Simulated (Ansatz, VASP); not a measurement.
Two plane-wave programs on CaH5

Contents of INCAR:

```
  PREC = Accurate
  ENCUT = 600
  EDIFF = 1E-7
  ISMEAR = 0
  SIGMA = 0.1
  LREAL = False
  LASPH = True
  NELM = 60
  ALGO = Normal
  ISIF = 3
  LWAVE = False
  LCHARG = False
  GGA = PE
  IBRION = 2
  NSW = 90
  EDIFFG = -0.04
```

File KPOINTS:

```
Automatic mesh
0
Gamma
  4 4 4
```

The input POSCAR:

```
CaH5
1.0
    3.1616666200     -2.9964176400      0.0000000000
    3.1616666200      2.9964176400      0.0000000000
   -1.0617163200      0.0000000000      4.1059936100
Ca H
1 5
Direct
    0.7322519600      0.2677480400      0.0000000000
    0.8066590100      0.9719172300      0.3522859400
    0.0280827700      0.1933409900      0.6477140600
    0.1978355400      0.9061170600      0.3456491300
    0.0938829400      0.8021644600      0.6543508700
    0.0539774100      0.9460225900      0.0000000000
```

Input for Ansatz:

```yaml
crystal:
  lattice:
    - [3.16166662, -2.99641764, 0.0]
    - [3.16166662, 2.99641764, 0.0]
    - [-1.06171632, 0.0, 4.10599361]
  atoms:
    - { symbol: Ca, position: [0.73225196, 0.26774804, 0.0] }
    - { symbol: H, position: [0.80665901, 0.97191723, 0.35228594] }
    - { symbol: H, position: [0.02808277, 0.19334099, 0.64771406] }
    - { symbol: H, position: [0.19783554, 0.90611706, 0.34564913] }
    - { symbol: H, position: [0.09388294, 0.80216446, 0.65435087] }
    - { symbol: H, position: [0.05397741, 0.94602259, 0.0] }
basis:
  ecutwfc: 420
kpoints:
  mp_grid: { grid: [4, 4, 4] }
hamiltonian:
  xc: pbe
scf:
  occupations: { method: gaussian, width: 0.1 }
  lower_state_search: "off"
output:
  forces: true
  stress: true
  eigenvalues: true
relax:
  adjacent_minimum: "off"
  f_tol: 0.04
  max_steps: 70
  cell: { stress_tol: 0.4 }
```

Alike in both runs: task relaxation of cell and atoms; functional PBE; k mesh 4 × 4 × 4; occupations gaussian, width 0.1 eV; no spin polarisation.

|  | VASP | Ansatz |
| --- | --- | --- |
| version | VASP 6.6.1 | Ansatz 0.2.0 |
| potentials or method | VASP PAW PBE potentials, release 64 (Ca_sv, H), cutoff 600 eV | scalar-relativistic, plane waves, PAW |
| valence electrons in the cell | 15 | 15 |

VASP gave:

| Property | Result |
| --- | --- |
| gap on the k mesh at the Fermi level, each at its own relaxed structure (eV) | none |
| relaxed volume (Å³/atom) | 8.05 |
| relaxed length of the cell vector where the two differ most in proportion (Å) | 3.898 |

**Question.** What did Ansatz give for the same quantities?

**Answer.** gap on the k mesh at the Fermi level, each at its own relaxed structure (eV): none; relaxed volume (Å³/atom): 8.80; relaxed length of the cell vector where the two differ most in proportion (Å): 4.332.

A gap of «none» marks a metal or a gap that the smearing closes. One of these differences is far larger than is usual between the two programs; its cause wasn't traced.

The k mesh is coarse, so the values compare programs but aren't converged. Noted on VASP's run: the volume moved by over 15 % at a fixed basis, so the end points are rough.
